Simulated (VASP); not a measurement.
# Hf2AlN3 (P6_3mc) in VASP: further runs

Hf2AlN3 is run at these levels: PBE; tasks: single point, relaxation of cell and atoms.

All numbers are computed with VASP 6.6.1; they aren't measurements. Logs are shortened: lines on timing, memory, paths and dates and some standing lists are left out, and cuts for length are marked.

### Step 1. The cell of the first run

Symmetry: P6_3mc, No. 186, hexagonal system. The conventional cell has a = 3.362 Å, b = 3.362 Å, c = 16.699 Å, α = 90.00°, β = 90.00°, γ = 120.00°. Within 2.8 Å of Hf (site symmetry 3m) lie 4 N at 2.08 to 2.20 Å. Hf (site symmetry 3m) has 4 N at 2.12 to 2.16 Å within 2.8 Å. Within 2.5 Å of Al (site symmetry 3m) lie 4 N at 1.90 to 2.00 Å. N (site symmetry 3m) has 1 Al at 1.90 Å and 3 Hf at 2.12 Å within 2.5 Å. Within 2.7 Å of N (site symmetry 3m) lie 3 Al at 2.00 Å and 1 Hf at 2.20 Å. N (site symmetry 3m) has 4 Hf at 2.08 to 2.16 Å within 2.8 Å.

### Step 2. Single point, PBE

INCAR

```
ALGO     = Normal         # electronic algorithm
EDIFF    = 1E-6           # SCF threshold, eV
ENCUT    = 520            # plane-wave cutoff, eV
GGA      = PE             # functional
ISIF     = 2              # what is computed and relaxed
ISMEAR   = 0              # smearing method
LASPH    = T              # aspherical terms in the spheres
LCHARG   = F              # write CHGCAR
LREAL    = F              # projectors in reciprocal space
LWAVE    = F              # write WAVECAR
NBANDS   = 50             # bands
NELM     = 100            # most SCF steps
PREC     = Accurate       # precision mode
SIGMA    = 0.1            # smearing width, eV
```

KPOINTS

```
k-points
0
Gamma
  6 6 1
```

POSCAR

```
Hf2AlN3
1.0
    3.3615834926     -0.0000000028      0.0000000000
   -1.6807917439      2.9112167030      0.0000000000
    0.0000000000      0.0000000000     16.6986362144
Hf Al N
4 2 6
Direct
    0.3333333333      0.6666666667      0.3390305968
    0.3333333333      0.6666666667      0.6655128641
    0.6666666667      0.3333333333      0.1655128641
    0.6666666667      0.3333333333      0.8390305968
    0.3333333333      0.6666666667      0.0004334118
    0.6666666667      0.3333333333      0.5004334118
    0.3333333333      0.6666666667      0.1145127735
    0.3333333333      0.6666666667      0.4708501592
    0.3333333333      0.6666666667      0.7946601846
    0.6666666667      0.3333333333      0.2946601846
    0.6666666667      0.3333333333      0.6145127735
    0.6666666667      0.3333333333      0.9708501592
```

Potentials or basis: VASP PAW PBE potentials, release 64 (Hf_pv, Al, N).

Run with:

```sh
cat potpaw_PBE.64/Hf_pv/POTCAR potpaw_PBE.64/Al/POTCAR potpaw_PBE.64/N/POTCAR > POTCAR
mpirun -np 1 vasp_std > vasp.out
```

OUTCAR:

```text
EDIFF = 1E-6
   ENCUT = 520
   GGA = PE
   ISIF = 2
   ISMEAR = 0
   LASPH = T
   LREAL = F
   NELM = 100
   PREC = Accurate

 ion  position               nearest neighbor table
   1  0.333  0.667  0.339-  10 2.08  10 2.08  10 2.08   8 2.20   6 3.32   6 3.32   6 3.32   3 3.49
                             3 3.49   3 3.49
   2  0.333  0.667  0.666-  11 2.12  11 2.12  11 2.12   9 2.16   6 3.37   6 3.37   6 3.37   4 3.49
                             4 3.49   4 3.49
   3  0.667  0.333  0.166-   7 2.12   7 2.12   7 2.12  10 2.16   5 3.37   5 3.37   5 3.37   1 3.49
                             1 3.49   1 3.49
   4  0.667  0.333  0.839-   9 2.08   9 2.08   9 2.08  12 2.20   5 3.32   5 3.32   5 3.32   2 3.49
                             2 3.49   2 3.49
   5  0.333  0.667  0.000-   7 1.90  12 2.00  12 2.00  12 2.00   4 3.32   4 3.32   4 3.32   3 3.37
                             3 3.37   3 3.37
   6  0.667  0.333  0.500-  11 1.90   8 2.00   8 2.00   8 2.00   1 3.32   1 3.32   1 3.32   2 3.37
                             2 3.37   2 3.37
   7  0.333  0.667  0.115-   5 1.90   3 2.12   3 2.12   3 2.12
   8  0.333  0.667  0.471-   6 2.00   6 2.00   6 2.00   1 2.20
   9  0.333  0.667  0.795-   4 2.08   4 2.08   4 2.08   2 2.16
  10  0.667  0.333  0.295-   1 2.08   1 2.08   1 2.08   3 2.16
  11  0.667  0.333  0.615-   6 1.90   2 2.12   2 2.12   2 2.12
  12  0.667  0.333  0.971-   5 2.00   5 2.00   5 2.00   4 2.20

  LATTYP: Found a hexagonal cell.
 ALAT       =     3.3615834926
 C/A-ratio  =     4.9674911396

  Lattice vectors:

 A1 = (   3.3615834926,  -0.0000000028,   0.0000000000)
 A2 = (  -1.6807917439,   2.9112167030,   0.0000000000)
 A3 = (   0.0000000000,   0.0000000000,  16.6986362144)

Analysis of symmetry for initial positions (statically):
=====================================================================
 Subroutine PRICEL returns:
 Original cell was already a primitive cell.

 Routine SETGRP: Setting up the symmetry group for a
 hexagonal supercell.

 Subroutine GETGRP returns: Found 12 space group operations
 (whereof  6 operations were pure point group operations)
 out of a pool of 24 trial point group operations.

The static configuration has the point symmetry C_3v.
 The point group associated with its full space group is C_6v.

Analysis of symmetry for dynamics (positions and initial velocities):
=====================================================================
 Subroutine PRICEL returns:
 Original cell was already a primitive cell.

 Routine SETGRP: Setting up the symmetry group for a
 hexagonal supercell.
[... 121 lines left out ...]
   EMIN   =  10.00;   EMAX   =-10.00  energy-range for DOS
   EFERMI =   0.00;   METHOD = LEGACY
   ISMEAR =     0;   SIGMA  =   0.10  broadening in eV -4-tet -1-fermi 0-gaus
   EFERMI_NEDOS =   21; number of points for ismear=-14 and -15
   IALGO  =     38    algorithm
   IMIX   =      4    mixing-type and parameters
     AMIX     =   0.40;   BMIX     =  1.00
     AMIX_MAG =   1.60;   BMIX_MAG =  1.00
  volume/ion in A,a.u.               =      13.62        91.90
  Fermi-wavevector in a.u.,A,eV,Ry     =   1.268371  2.396873 21.888568  1.608764
  Thomas-Fermi vector in A             =   2.401469
   LORBIT       =      0    0 simple, 1 ext, 2 COOP (PROOUT), +10 PAW based schemes
   GGA     = PE    functional components
   LHFCALC =     F    Hartree Fock is set to
   AEXX    =    0.0000 exact exchange contribution
   IVDW    =     0    specifies the selected vdW correction
   LEPSILON=     F    determine dielectric tensor
   LRPA    =     F    only Hartree local field effects (RPA)
 non-spin polarized calculation
 Gauss-broadening in eV      SIGMA  =   0.10
  energy-cutoff  :      520.00
  volume of cell :      163.42
 maximum number of plane-waves:      4419
 NGX is ok and might be reduce to    28
   NGX = 13   NGY = 13   NGZ = 63

 number of electron      76.0000006 magnetization

 Free energy of the ion-electron system (eV)
  ---------------------------------------------------
  ext. energy  EPLUGINS =         0.00000000
  ---------------------------------------------------
  free energy    TOTEN  =      -111.80617135 eV

  energy without entropy =     -111.77301397  energy(sigma->0) =     -111.78959266

 E-fermi :   6.8004     XC(G=0): -11.0459

 val. band max:        6.7900238819   @ k =   0.3333   0.1667   0.0000
 cond. band min:       6.8936334699   @ k =   0.1667   0.1667   0.0000
 fundamental gap:      0.1036095880
 Fermi energy:         6.8003591151

 k-point     1 :       0.0000    0.0000    0.0000
  band No.  band energies     occupation
      1     -24.9300      2.00000
      2     -24.9287      2.00000
      3     -24.6030      2.00000
      4     -24.6015      2.00000
      5     -24.5483      2.00000
      6     -24.5483      2.00000
[... 360 lines left out ...]
     49      10.1599      0.00000
     50      10.3123      0.00000

------------------------ aborting loop because EDIFF is reached ----------------------------------------

  FORCE on cell =-STRESS in cart. coord.  units (eV):
  Direction    XX          YY          ZZ          XY          YZ          ZX
  --------------------------------------------------------------------------------------
  -------------------------------------------------------------------------------------
  Total       -0.9764381     -0.9764381     -0.9542925      0.0000000      0.0000000      0.0000000
  in kB       -9.5731718     -9.5731718     -9.3560525      0.0000000      0.0000000      0.0000000
  external PRESSURE =      -9.5007987 kB  Pullay stress =       0.0000000 kB

 VOLUME and BASIS-vectors are now :
 -----------------------------------------------------------------------------
  energy-cutoff  :      520.00
  volume of cell :      163.42
      direct lattice vectors                 reciprocal lattice vectors
     3.361583493 -0.000000003  0.000000000     0.297478853  0.171749495  0.000000000
    -1.680791744  2.911216703  0.000000000     0.000000000  0.343498991  0.000000000
     0.000000000  0.000000000 16.698636214     0.000000000  0.000000000  0.059885130

 POSITION                                       TOTAL-FORCE (eV/Angst)
 -----------------------------------------------------------------------------------
      0.00000      1.94081      5.66135         0.000000      0.000000      0.010669
      0.00000      1.94081     11.11316         0.000000     -0.000000     -0.031266
      1.68079      0.97041      2.76384        -0.000000      0.000000     -0.031266
      1.68079      0.97041     14.01067        -0.000000      0.000000      0.010669
      0.00000      1.94081      0.00724         0.000000     -0.000000      0.008409
      1.68079      0.97041      8.35656         0.000000      0.000000      0.008409
      0.00000      1.94081      1.91221        -0.000000     -0.000000      0.069233
      0.00000      1.94081      7.86256        -0.000000      0.000000     -0.054097
      0.00000      1.94081     13.26974         0.000000      0.000000     -0.002948
      1.68079      0.97041      4.92042        -0.000000     -0.000000     -0.002948
      1.68079      0.97041     10.26153        -0.000000      0.000000      0.069233
      1.68079      0.97041     16.21187         0.000000     -0.000000     -0.054097
 -----------------------------------------------------------------------------------
    total drift:                               -0.000000      0.000000      0.000608

  FREE ENERGIE OF THE ION-ELECTRON SYSTEM (eV)
  ---------------------------------------------------
  free  energy   TOTEN  =      -111.8061713474 eV

  energy  without entropy=     -111.7730139666  energy(sigma->0) =     -111.78959266
```

stdout:

```text
POSCAR found type information on POSCAR HfAlN
 POSCAR found :  3 types and      12 ions
 scaLAPACK will be used
 LDA part: xc-table for (Slater+PW92), standard interpolation
 POSCAR, INCAR and KPOINTS ok, starting setup
 FFT: planning ... GRIDC
 FFT: planning ... GRID_SOFT
 FFT: planning ... GRID
 WAVECAR not read
 entering main loop
```

It took 77 s on 1 thread of Intel Xeon 6975P-C (Granite Rapids), shared host; peak memory 0.32 GiB.

Results:

```
Free energy            : -111.8062 eV
Pressure               : -1.0 GPa
Largest force          : 0.069 eV/Å
Band gap on the k mesh : zero (bands 38 and 39 overlap by 0.54 eV)
```

Forces in eV/Å, atoms in the order of the input:
```
Hf   0.000  0.000  0.011
Hf   0.000  0.000 -0.031
Hf   0.000  0.000 -0.031
Hf   0.000  0.000  0.011
Al   0.000  0.000  0.008
Al   0.000  0.000  0.008
N    0.000  0.000  0.069
N    0.000  0.000 -0.054
N    0.000  0.000 -0.003
N    0.000  0.000 -0.003
N    0.000  0.000  0.069
N    0.000  0.000 -0.054
```

Levels at points of the mesh, in eV from the Fermi level:
```csv
k point,band 36,band 37,band 38,band 39,band 40,band 41
"(0.00, 0.00, 0.00)",-3.96,-0.93,-0.05,0.39,1.32,1.41
"(0.50, 0.00, 0.00)",-3.77,-0.61,-0.51,0.30,0.32,0.72
```

Caveat: the k points lie up to 0.38 Å⁻¹ apart, too coarse for converged energies and pressures of a metal; spin-orbit coupling is left out, which moves the levels of the heavy elements.

### Step 3. Single point, PBE

This run uses another cell than the first one, of 14.29 Å³/atom.

INCAR

```
PREC     = Accurate       # precision mode
ENCUT    = 520            # plane-wave cutoff, eV
EDIFF    = 1E-6           # SCF threshold, eV
ISMEAR   = 0              # smearing method
SIGMA    = 0.1            # smearing width, eV
LREAL    = False          # projectors in reciprocal space
LASPH    = True           # aspherical terms in the spheres
NELM     = 100            # most SCF steps
ALGO     = Normal         # electronic algorithm
ISIF     = 2              # what is computed and relaxed
LWAVE    = False          # write WAVECAR
LCHARG   = True           # write CHGCAR
GGA      = PE             # functional
LELF     = True           # ELF
LVHAR    = True         
NBANDS   = 50             # bands
```

KPOINTS

```
regular mesh
0
Gamma
  6 6 1
```

POSCAR

```
Hf2AlN3
1.0
    3.4553225100      0.0000000000      0.0000000000
   -1.7276612500      2.9923970700      0.0000000000
    0.0000000000      0.0000000000     16.5868696000
Hf Al N
4 2 6
Direct
    0.3333333300      0.6666666700      0.3333333300
    0.3333333300      0.6666666700      0.6666666700
    0.6666666700      0.3333333300      0.1666666700
    0.6666666700      0.3333333300      0.8333333300
    0.3333333300      0.6666666700      0.0000000000
    0.6666666700      0.3333333300      0.5000000000
    0.3333333300      0.6666666700      0.1283333300
    0.3333333300      0.6666666700      0.4616666600
    0.3333333300      0.6666666700      0.7950000000
    0.6666666700      0.3333333300      0.2950000000
    0.6666666700      0.3333333300      0.6283333300
    0.6666666700      0.3333333300      0.9616666600
```

Potentials or basis: VASP PAW PBE potentials, release 64 (Hf_pv, Al, N).

Run with:

```sh
cat potpaw_PBE.64/Hf_pv/POTCAR potpaw_PBE.64/Al/POTCAR potpaw_PBE.64/N/POTCAR > POTCAR
mpirun -np 1 vasp_std > vasp.out
```

Wall time 68 s (1 thread of Intel Xeon 6975P-C (Granite Rapids), shared host); peak memory 0.32 GiB.

It converged, with:

```
Free energy            : -110.7233 eV
Pressure               : -4.2 GPa
Largest force          : 2.304 eV/Å
Band gap on the k mesh : zero (bands 38 and 39 overlap by 0.56 eV)
```

Forces in eV/Å, atoms in the order of the input:
```
Hf   0.000  0.000 -0.154
Hf   0.000  0.000  0.826
Hf   0.000  0.000  0.826
Hf   0.000  0.000 -0.154
Al   0.000  0.000 -0.150
Al   0.000  0.000 -0.150
N    0.000  0.000 -2.304
N    0.000  0.000  1.715
N    0.000  0.000  0.067
N    0.000  0.000  0.067
N    0.000  0.000 -2.304
N    0.000  0.000  1.715
```

Stress tensor (GPa, compression positive):
```
-4.73  0.00  0.00
 0.00 -4.73  0.00
 0.00  0.00 -3.07
```

Levels at points of the mesh, in eV from the Fermi level:
```tsv
k point	band 36	band 37	band 38	band 39	band 40	band 41
(0.00, 0.00, 0.00)	-3.97	-1.31	-0.48	0.25	1.18	1.20
(0.50, 0.00, 0.00)	-4.07	-0.65	-0.61	0.33	0.52	0.65
```

Caveat: the k points lie up to 0.38 Å⁻¹ apart, too coarse for converged energies and pressures of a metal; spin-orbit coupling is left out, which moves the levels of the heavy elements; forces of over 1 eV/Å act on the atoms, so gaps and moduli don't describe the material at rest.

### Step 4. Relaxation of cell and atoms, PBE

This run uses another cell than the first one, of 14.29 Å³/atom.

INCAR

```
SYSTEM = Hf2AlN3
PREC = Accurate
ENCUT = 600
EDIFF = 1E-6
ISMEAR = 0
SIGMA = 0.1
LREAL = .FALSE.
LASPH = .TRUE.
NELM = 80
ALGO = Normal
ISIF = 3
LWAVE = .FALSE.
LCHARG = .FALSE.
GGA = PE
IBRION = 2
NSW = 90
EDIFFG = -0.04
```

KPOINTS

```
regular mesh
0
G
  6 6 1
  0 0 0
```

POSCAR is that of step 3.

Run with:

```sh
cat potpaw_PBE.64/Hf_pv/POTCAR potpaw_PBE.64/Al/POTCAR potpaw_PBE.64/N/POTCAR > POTCAR
mpirun -np 1 vasp_std > vasp.out
```

Wall time 11 min (1 thread of Intel Xeon 6975P-C (Granite Rapids), shared host); peak memory 0.38 GiB.

The run converged. Its results:

```yaml
Free_energy: -111.8282 eV
Relaxed_volume: 13.54 Å³/atom
Relaxed_cell: a = 3.355 Å, b = 3.355 Å, c = 16.669 Å, α = 90.00°, β = 90.00°, γ = 120.00°
Space_group_after_relaxing_to_0.1_Å: P6_3mc (No. 186)
Energy_gained_by_relaxing: 91.3 meV/atom
Ionic_steps: 14
Pressure_after_relaxing: 0.0 GPa
Largest_force_after_relaxing: 0.007 eV/Å
Band_gap_on_the_k_mesh: zero (bands 38 and 39 overlap by 0.55 eV)
```

Forces in eV/Å, atoms in the order of the input:
```
Hf   0.000  0.000 -0.007
Hf   0.000  0.000  0.005
Hf   0.000  0.000  0.005
Hf   0.000  0.000 -0.007
Al   0.000  0.000  0.006
Al   0.000  0.000  0.006
N    0.000  0.000  0.002
N    0.000  0.000  0.000
N    0.000  0.000 -0.006
N    0.000  0.000 -0.006
N    0.000  0.000  0.002
N    0.000  0.000  0.000
```

Step by step:
```csv
step,energy change (eV),largest force (eV/Å),pressure (GPa),volume (Å³)
1,0.0000,2.3035,-4.26,171.50
2,-0.6916,1.3075,2.54,162.25
3,-0.7017,1.2965,3.65,161.10
4,-1.0070,0.8276,-0.65,163.12
5,-1.0120,0.8551,-0.28,162.90
6,-1.0736,0.5060,0.35,162.50
7,-1.0830,0.2819,0.12,162.61
8,-1.0913,0.0979,-0.26,162.80
9,-1.0914,0.1001,-0.24,162.79
10,-1.0942,0.0495,0.15,162.39
11,-1.0945,0.0329,0.35,162.18
12,-1.0950,0.0434,-0.25,162.69
13,-1.0952,0.0400,-0.02,162.50
14,-1.0953,0.0071,0.00,162.49
```

Final structure:
```cif
data_structure
_symmetry_space_group_name_H-M 'P 1'
_symmetry_Int_Tables_number 1
_cell_length_a 3.3551
_cell_length_b 3.3551
_cell_length_c 16.6688
_cell_angle_alpha 90.000
_cell_angle_beta 90.000
_cell_angle_gamma 120.000
_cell_volume 162.49
loop_
_atom_site_label
_atom_site_type_symbol
_atom_site_fract_x
_atom_site_fract_y
_atom_site_fract_z
_atom_site_occupancy
Hf1 Hf 0.33333 0.66667 0.33910 1
Hf2 Hf 0.33333 0.66667 0.66550 1
Hf3 Hf 0.66667 0.33333 0.16550 1
Hf4 Hf 0.66667 0.33333 0.83910 1
Al1 Al 0.33333 0.66667 0.00042 1
Al2 Al 0.66667 0.33333 0.50042 1
N1 N 0.33333 0.66667 0.11462 1
N2 N 0.33333 0.66667 0.47077 1
N3 N 0.33333 0.66667 0.79459 1
N4 N 0.66667 0.33333 0.29459 1
N5 N 0.66667 0.33333 0.61462 1
N6 N 0.66667 0.33333 0.97077 1
```

Levels at points of the mesh, in eV from the Fermi level:
```tsv
k point	band 34	band 35	band 36	band 37	band 38	band 39	band 40	band 41	band 42	band 43
(0.00, 0.00, 0.00)	-4.00	-3.99	-3.99	-0.92	-0.04	0.40	1.33	1.41	1.41	1.55
(0.50, 0.00, 0.00)	-3.86	-3.86	-3.79	-0.61	-0.51	0.30	0.32	0.72	0.72	1.56
```

Caveat: the k points lie up to 0.38 Å⁻¹ apart in the final cell, too coarse for converged energies and pressures of a metal; spin-orbit coupling is left out, which moves the levels of the heavy elements.

### Step 5. Single point, PBE

INCAR

```
SYSTEM = Hf2AlN3
ALGO = Normal
EDIFF = 1E-7
ENCUT = 520
GGA = PE
ISIF = 2
ISMEAR = 0
LASPH = .TRUE.
LCHARG = .FALSE.
LREAL = .FALSE.
LWAVE = .FALSE.
NBANDS = 50
NELM = 80
PREC = Accurate
SIGMA = 0.1
```

KPOINTS

```
k-points
0
G
  12 12 4
  0 0 0
```

POSCAR

```
Hf2AlN3
1.0
    3.3634857633      0.0000000000      0.0000000000
   -1.6817428817      2.9128641163      0.0000000000
    0.0000000000      0.0000000000     16.6700946148
Hf Al N
4 2 6
Direct
    0.3333333333      0.6666666667      0.3386552899
    0.3333333333      0.6666666667      0.6653429113
    0.6666666667      0.3333333333      0.1653429113
    0.6666666667      0.3333333333      0.8386552899
    0.3333333333      0.6666666667      0.0002261759
    0.6666666667      0.3333333333      0.5002261759
    0.3333333333      0.6666666667      0.1146221749
    0.3333333333      0.6666666667      0.4708029708
    0.3333333333      0.6666666667      0.7953504673
    0.6666666667      0.3333333333      0.2953504673
    0.6666666667      0.3333333333      0.6146221749
    0.6666666667      0.3333333333      0.9708029708
```

Run with:

```sh
cat potpaw_PBE.64/Hf_pv/POTCAR potpaw_PBE.64/Al/POTCAR potpaw_PBE.64/N/POTCAR > POTCAR
mpirun -np 1 vasp_std > vasp.out
```

Run time: 7.7 min. Hardware: 1 thread of Intel Xeon 6975P-C (Granite Rapids), shared host; peak memory 0.54 GiB.

The run converged. Its results:

```
Free energy            : -111.8923 eV
Pressure               : -0.7 GPa
Largest force          : 0.063 eV/Å
Band gap on the k mesh : zero (bands 38 and 39 overlap by 0.83 eV)
```

Forces on the atoms (eV/Å):
```
Hf   0.000  0.000  0.004
Hf   0.000  0.000 -0.022
Hf   0.000  0.000 -0.022
Hf   0.000  0.000  0.004
Al   0.000  0.000  0.013
Al   0.000  0.000  0.013
N    0.000  0.000  0.063
N    0.000  0.000 -0.044
N    0.000  0.000 -0.014
N    0.000  0.000 -0.014
N    0.000  0.000  0.063
N    0.000  0.000 -0.044
```

Stress tensor (GPa, compression positive):
```
-0.68  0.00  0.00
 0.00 -0.68  0.00
 0.00  0.00 -0.84
```

Levels at points of the mesh, in eV from the Fermi level:
```tsv
k point	band 36	band 37	band 38	band 39	band 40	band 41
(0.00, 0.00, 0.00)	-3.91	-0.87	0.03	0.46	1.41	1.46
(0.50, 0.00, 0.00)	-3.72	-0.58	-0.48	0.37	0.43	0.77
(0.00, 0.00, 0.50)	-3.92	-0.52	-0.52	0.99	0.99	1.53
(0.50, 0.00, 0.50)	-3.75	-0.54	-0.54	0.38	0.38	0.83
```

Caveat: spin-orbit coupling is left out, which moves the levels of the heavy elements.

### Step 6. Summary

| task | cell | k mesh | cutoff (eV) | gap on the mesh (eV) | pressure (GPa) | largest force (eV/Å) |
| --- | --- | --- | --- | --- | --- | --- |
| single point | a = 3.362, b = 3.362, c = 16.699 Å, angles 90.0, 90.0, 120.0°, 12 atoms, atomic positions A | 6 × 6 × 1 | 520 | none | -1.0 | 0.07 |
| single point | a = 3.455, b = 3.455, c = 16.587 Å, angles 90.0, 90.0, 120.0°, 12 atoms, atomic positions B | 6 × 6 × 1 | 520 | none | -4.2 | 2.30 |
| relaxation of cell and atoms | relaxed from a = 3.455, b = 3.455, c = 16.587 Å, angles 90.0, 90.0, 120.0°, 12 atoms, atomic positions B | 6 × 6 × 1 | 600 | none | 0.0 | 0.01 |
| single point | a = 3.363, b = 3.363, c = 16.670 Å, angles 90.0, 90.0, 120.0°, 12 atoms, atomic positions C | 12 × 12 × 4 | 520 | none | -0.7 | 0.06 |

Alike in all rows: level PBE; potentials or basis VASP PAW PBE potentials, release 64 (Hf_pv, Al, N); no spin polarisation; smearing gaussian 0.1 eV.

Caveats: some runs use coarse meshes; spin-orbit coupling is left out, which moves the levels of the heavy elements; forces of over 1 eV/Å act on the atoms, so gaps and moduli don't describe the material at rest (at least some runs).

Absolute energies hang on the potentials; compare differences alone.

The gap in the log of VASP goes by the Fermi energy; the results here count the filled bands.